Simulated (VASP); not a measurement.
# Zr8N in VASP: single point with PBE+D3(BJ)

Aim: the single point of Zr8N with PBE+D3(BJ).

Everything below comes from runs of VASP 6.6.1. Logs are shortened: lines on timing, memory, paths and dates and some standing lists are left out, and cuts for length are marked.

### 1 The cell of the first run

The cell holds a slab with vacuum, 18 atoms: a = 6.366 Å, b = 6.366 Å, c = 26.339 Å, α = 90.00°, β = 90.00°, γ = 120.00°.

### 2 Single point, PBE+D3(BJ)

File INCAR:

```
ALGO = Normal
DIPOL = 0.5 0.5 0.331
EDIFF = 1E-7
ENCUT = 520
GGA = PE
IDIPOL = 3
ISIF = 2
ISMEAR = 0
IVDW = 12
LASPH = T
LCHARG = F
LDIPOL = T
LREAL = Auto
LWAVE = F
NBANDS = 116
NELM = 100
PREC = Accurate
SIGMA = 0.1
```

File KPOINTS:

```
k-points
0
Gamma
  6 6 1
```

File POSCAR:

```
Zr8N
1.0
    6.3664247930      0.0000000000      0.0000000000
   -3.1832123965      5.5134856020      0.0000000000
    0.0000000000      0.0000000000     26.3387859015
Zr N
16 2
Direct
    0.3333333333      0.1666666667      0.1518672886
    0.3333333333      0.6666666667      0.1518672886
    0.8333333333      0.1666666667      0.1518672886
    0.8333333333      0.6666666667      0.1518672886
    0.1666666667      0.3333333333      0.2489701804
    0.1666666667      0.8333333333      0.2489701804
    0.6666666667      0.3333333333      0.2489701804
    0.6666666667      0.8333333333      0.2489701804
    0.3333333333      0.1666666667      0.3487108088
    0.3333333333      0.6666666667      0.3487108088
    0.8333333333      0.1666666667      0.3487108088
    0.8333333333      0.6666666667      0.3487108088
    0.1666666667      0.3333333333      0.4418877144
    0.1666666667      0.8333333333      0.4418877144
    0.6666666667      0.3333333333      0.4418877144
    0.6666666667      0.8333333333      0.4418877144
    0.1666666667      0.5833333333      0.5785682741
    0.1666666667      0.5833333333      0.6203317785
```

Potentials or basis: VASP PAW PBE potentials, release 64 (Zr_sv, N).

Launch:

```sh
> cat potpaw_PBE.64/Zr_sv/POTCAR potpaw_PBE.64/N/POTCAR > POTCAR
> mpirun -np 1 vasp_std > vasp.out
```

OUTCAR:

```text
EDIFF = 1E-7
   ENCUT = 520
   GGA = PE
   ISIF = 2
   ISMEAR = 0
   IVDW = 12
   LASPH = T
   LREAL = Auto
   NELM = 100
   PREC = Accurate
 IVDW          = 12

 ion  position               nearest neighbor table
   1  0.333  0.167  0.152-   5 3.15   6 3.15   7 3.15   4 3.18   2 3.18   2 3.18   4 3.18   3 3.18
                             3 3.18
   2  0.333  0.667  0.152-   6 3.15   5 3.15   8 3.15   3 3.18   1 3.18   1 3.18   3 3.18   4 3.18
                             4 3.18
   3  0.833  0.167  0.152-   7 3.15   8 3.15   5 3.15   4 3.18   2 3.18   4 3.18   2 3.18   1 3.18
                             1 3.18
   4  0.833  0.667  0.152-   8 3.15   7 3.15   6 3.15   3 3.18   1 3.18   3 3.18   1 3.18   2 3.18
                             2 3.18
   5  0.167  0.333  0.249-   1 3.15   2 3.15   3 3.15   6 3.18   8 3.18   6 3.18   8 3.18   7 3.18
                             7 3.18   9 3.21  10 3.21  11 3.21
   6  0.167  0.833  0.249-   2 3.15   1 3.15   4 3.15   5 3.18   7 3.18   5 3.18   7 3.18   8 3.18
                             8 3.18  10 3.21   9 3.21  12 3.21
   7  0.667  0.333  0.249-   3 3.15   4 3.15   1 3.15   6 3.18   8 3.18   8 3.18   6 3.18   5 3.18
                             5 3.18  11 3.21  12 3.21   9 3.21
   8  0.667  0.833  0.249-   4 3.15   3 3.15   2 3.15   5 3.18   7 3.18   7 3.18   5 3.18   6 3.18
                             6 3.18  12 3.21  11 3.21  10 3.21
   9  0.333  0.167  0.349-  13 3.07  14 3.07  15 3.07  12 3.18  10 3.18  10 3.18  12 3.18  11 3.18
                            11 3.18   5 3.21   6 3.21   7 3.21
  10  0.333  0.667  0.349-  14 3.07  13 3.07  16 3.07  11 3.18   9 3.18   9 3.18  11 3.18  12 3.18
                            12 3.18   6 3.21   5 3.21   8 3.21
  11  0.833  0.167  0.349-  15 3.07  16 3.07  13 3.07  12 3.18  10 3.18  12 3.18  10 3.18   9 3.18
                             9 3.18   7 3.21   8 3.21   5 3.21
  12  0.833  0.667  0.349-  16 3.07  15 3.07  14 3.07  11 3.18   9 3.18  11 3.18   9 3.18  10 3.18
                            10 3.18   8 3.21   7 3.21   6 3.21
  13  0.167  0.333  0.442-   9 3.07  10 3.07  11 3.07  14 3.18  16 3.18  14 3.18  16 3.18  15 3.18
                            15 3.18
  14  0.167  0.833  0.442-  10 3.07   9 3.07  12 3.07  13 3.18  15 3.18  13 3.18  15 3.18  16 3.18
                            16 3.18
  15  0.667  0.333  0.442-  11 3.07  12 3.07   9 3.07  14 3.18  16 3.18  16 3.18  14 3.18  13 3.18
                            13 3.18
  16  0.667  0.833  0.442-  12 3.07  11 3.07  10 3.07  13 3.18  15 3.18  15 3.18  13 3.18  14 3.18
                            14 3.18
  17  0.167  0.583  0.579-  18 1.10
  18  0.167  0.583  0.620-  17 1.10

  LATTYP: Found a hexagonal cell.
 ALAT       =     6.3664247930
 C/A-ratio  =     4.1371392513

  Lattice vectors:

 A1 = (   6.3664247930,   0.0000000000,   0.0000000000)
 A2 = (  -3.1832123965,   5.5134856020,   0.0000000000)
 A3 = (   0.0000000000,   0.0000000000,  26.3387859015)

Analysis of symmetry for initial positions (statically):
=====================================================================
 Subroutine PRICEL returns:
 Original cell was already a primitive cell.

 Routine SETGRP: Setting up the symmetry group for a
 hexagonal supercell.

 Subroutine GETGRP returns: Found  2 space group operations
 (whereof  2 operations were pure point group operations)
 out of a pool of 24 trial point group operations.

The static configuration has the point symmetry C_1h.

Analysis of symmetry for dynamics (positions and initial velocities):
=====================================================================
 Subroutine PRICEL returns:
 Original cell was already a primitive cell.

 Routine SETGRP: Setting up the symmetry group for a
 hexagonal supercell.

 Subroutine GETGRP returns: Found  2 space group operations
 (whereof  2 operations were pure point group operations)
 out of a pool of 24 trial point group operations.

The dynamic configuration has the point symmetry C_1h.

 Subroutine INISYM returns: Found  2 space group operations
 (whereof  2 operations are pure point group operations),
 and found     1 'primitive' translations

----------------------------------------------------------------------------------------

                                     Primitive cell

  volume of cell :     924.5228

  direct lattice vectors                    reciprocal lattice vectors
     6.366424793  0.000000000  0.000000000     0.157074030  0.090686734  0.000000000
    -3.183212397  5.513485602  0.000000000     0.000000000  0.181373467  0.000000000
     0.000000000  0.000000000 26.338785901     0.000000000  0.000000000  0.037966822
[... 67 lines left out ...]
 ===========================================

 Found     13 irreducible k-points:

 Following reciprocal coordinates:
            Coordinates               Weight
  0.000000  0.000000  0.000000      1.000000
  0.166667 -0.000000  0.000000      2.000000
  0.000000  0.166667  0.000000      4.000000
  0.333333 -0.000000  0.000000      2.000000
  0.000000  0.333333  0.000000      4.000000
  0.500000  0.000000  0.000000      1.000000
  0.000000  0.500000  0.000000      2.000000
  0.166667  0.166667  0.000000      4.000000
 -0.166667  0.333333  0.000000      2.000000
  0.333333  0.166667  0.000000      4.000000
 -0.166667  0.500000  0.000000      4.000000
  0.500000  0.333333  0.000000      4.000000
  0.333333  0.333333  0.000000      2.000000
   k-points           NKPTS =     13   k-points in BZ     NKDIM =     13   number of bands    NBANDS=    116
   number of dos      NEDOS =    301   number of ions     NIONS =     18
   total plane-waves  NPLWV = 451584
   dimension x,y,z NGX =    48 NGY =   48 NGZ =  196
   dimension x,y,z NGXF=    96 NGYF=   96 NGZF=  392
   ions per type =              16   2
   NGX,Y,Z   is equivalent  to a cutoff of  12.53, 12.53, 12.37 a.u.
   NGXF,Y,Z  is equivalent  to a cutoff of  25.07, 25.07, 24.74 a.u.
 SYSTEM =  unknown system
   PREC   = accura    normal or accurate (medium, high low for compatibility)
   ISTART =      0    job   : 0-new  1-cont  2-samecut
   ICHARG =      2    charge: 1-file 2-atom 10-const
   ISPIN  =      1    spin polarized calculation?
   LNONCOLLINEAR =      F non collinear calculations
   LSORBIT =      F    spin-orbit coupling
   LASPH  =      T    aspherical Exc in radial PAW
   ENCUT  =  520.0 eV  38.22 Ry    6.18 a.u.  11.84 11.84 48.97*2*pi/ulx,y,z
   NELM   =    100;   NELMIN=  2; NELMDL= -5     # of ELM steps
   EDIFF  = 0.1E-06   stopping-criterion for ELM
   LREAL  =      T    real-space projection
   EDIFFG = 0.1E-05   stopping-criterion for IOM
   NSW    =      0    number of steps for IOM
   IBRION =     -1    ionic relax: 0-MD 1-quasi-New 2-CG
   NFREE  =      0    steps in history (QN), initial steepest desc. (CG)
   ISIF   =      2    stress and relaxation
   ISYM   =      2    0-nonsym 1-usesym 2-fastsym
   POTIM  = 0.5000    time-step for ionic-motion
   TEBEG  =    0.0;   TEEND  =   0.0 temperature during run
   PSTRESS=    0.0 pullay stress
   NELECT =     202.0000    total number of electrons
   NUPDOWN=      -1.0000    fix difference up-down
   EMIN   =  10.00;   EMAX   =-10.00  energy-range for DOS
   EFERMI =   0.00;   METHOD = LEGACY
   ISMEAR =     0;   SIGMA  =   0.10  broadening in eV -4-tet -1-fermi 0-gaus
   EFERMI_NEDOS =   21; number of points for ismear=-14 and -15
   IALGO  =     38    algorithm
   IMIX   =      4    mixing-type and parameters
     AMIX     =   0.40;   BMIX     =  1.00
     AMIX_MAG =   1.60;   BMIX_MAG =  1.00
  volume/ion in A,a.u.               =      51.36       346.61
  Fermi-wavevector in a.u.,A,eV,Ry     =   0.986021  1.863309 13.228088  0.972237
  Thomas-Fermi vector in A             =   2.117371
   LORBIT       =      0    0 simple, 1 ext, 2 COOP (PROOUT), +10 PAW based schemes
   GGA     = PE    functional components
   LHFCALC =     F    Hartree Fock is set to
   AEXX    =    0.0000 exact exchange contribution
   IVDW    =    12    specifies the selected vdW correction
   LEPSILON=     F    determine dielectric tensor
   LRPA    =     F    only Hartree local field effects (RPA)
 non-spin polarized calculation
 Gauss-broadening in eV      SIGMA  =   0.10
  energy-cutoff  :      520.00
  volume of cell :      924.52
 maximum number of plane-waves:     24930
   NGX = 23   NGY = 23   NGZ = 97

 dipolmoment           0.000000      0.000000      0.023715 electrons x Angstroem

 number of electron     202.0000001 magnetization

 dipolmoment           0.000000      0.000000     -0.024540 electrons x Angstroem

 Free energy of the ion-electron system (eV)
  ---------------------------------------------------
  ext. energy  EPLUGINS =         0.00000000
  ---------------------------------------------------
  free energy    TOTEN  =      -145.67139414 eV

  energy without entropy =     -145.52578459  energy(sigma->0) =     -145.59858937

 E-fermi :   1.4160     XC(G=0):  -5.5015

 val. band max:        1.3935283934   @ k =  -0.1667   0.3333   0.0000
 cond. band min:       1.4206355869   @ k =   0.5000   0.0000   0.0000
 fundamental gap:      0.0271071935
 Fermi energy:         1.4160383815

 k-point     1 :       0.0000    0.0000    0.0000
  band No.  band energies     occupation
      1     -47.5387      2.00000
      2     -47.4953      2.00000
      3     -47.4354      2.00000
      4     -47.4345      2.00000
      5     -47.4334      2.00000
      6     -47.3924      2.00000
[... 1497 lines left out ...]
    112       1.7017      0.00005
    113       1.8709      0.00000
 [bands above 113 left out]

------------------------ aborting loop because EDIFF is reached ----------------------------------------

 vacuum level on the upper side and lower side of the slab       (xc-potential included)        -0.177        -0.043

 Edisp (eV)   -6.66341

 E8    (eV) :    -3.5032

  FORCE on cell =-STRESS in cart. coord.  units (eV):
  Direction    XX          YY          ZZ          XY          YZ          ZX
  --------------------------------------------------------------------------------------
  -------------------------------------------------------------------------------------
  Total      -6.73992    -6.83700    -1.90760     0.08407     0.00050     0.00087
  in kB     -11.68013   -11.84837    -3.30583     0.14570     0.00087     0.00151
  external pressure =       -8.94 kB  Pullay stress =        0.00 kB

 VOLUME and BASIS-vectors are now :
 -----------------------------------------------------------------------------
  energy-cutoff  :      520.00
  volume of cell :      924.52
      direct lattice vectors                 reciprocal lattice vectors
     6.366424793  0.000000000  0.000000000     0.157074030  0.090686734  0.000000000
    -3.183212397  5.513485602  0.000000000     0.000000000  0.181373467  0.000000000
     0.000000000  0.000000000 26.338785901     0.000000000  0.000000000  0.037966822

 POSITION                                       TOTAL-FORCE (eV/Angst)
 -----------------------------------------------------------------------------------
      1.59161      0.91891      4.00000        -0.000872     -0.000504      0.397520
     -0.00000      3.67566      4.00000         0.006920      0.003995      0.397275
      4.77482      0.91891      4.00000         0.003186     -0.006982      0.402573
      3.18321      3.67566      4.00000        -0.004454      0.006250      0.402573
      0.00000      1.83783      6.55757         0.001010     -0.009724     -0.437331
     -1.59161      4.59457      6.55757        -0.007916      0.005737     -0.437331
[... 10 lines left out ...]
     -0.79580      3.21620     15.23879         0.008081      0.004666     -2.229429
     -0.79580      3.21620     16.33879        -0.003088     -0.001783      2.223028
 -----------------------------------------------------------------------------------
    total drift:                               -0.000014     -0.000007     -0.002614

  FREE ENERGIE OF THE ION-ELECTRON SYSTEM (eV)
  ---------------------------------------------------
  free  energy   TOTEN  =      -152.3348060888 eV

  energy  without entropy=     -152.1891965468  energy(sigma->0) =     -152.26200132

 vacuum level on the upper side and lower side of the slab         5.385         5.522
```

Run time: 71 min. Hardware: 1 thread of Intel Xeon 6975P-C (Granite Rapids), shared host; peak memory 1.4 GiB.

Results:

```yaml
Free_energy: -152.3348 eV
Largest_force: 2.229 eV/Å
Band_gap_on_the_k_mesh: zero (band 101 reaches 2.09 eV, above the bottom of band 102 at 0.96 eV)
Dispersion_energy_per_atom: -0.370 eV
```

Forces on the atoms (eV/Å):
```
Zr  -0.001 -0.001  0.398
Zr   0.007  0.004  0.397
Zr   0.003 -0.007  0.403
Zr  -0.004  0.006  0.403
Zr   0.001 -0.010 -0.437
Zr  -0.008  0.006 -0.437
Zr  -0.007 -0.004 -0.441
Zr   0.002  0.001 -0.415
Zr   0.006  0.003  0.044
Zr  -0.017 -0.010  0.075
Zr   0.006  0.020  0.064
Zr   0.020 -0.005  0.064
Zr   0.000 -0.019  0.006
Zr  -0.017  0.009  0.006
Zr  -0.019 -0.011 -0.058
Zr   0.023  0.013 -0.063
N    0.008  0.005 -2.229
N   -0.003 -0.002  2.223
```

Caveat: the standard files for N, O and F lose accuracy on very short bonds.
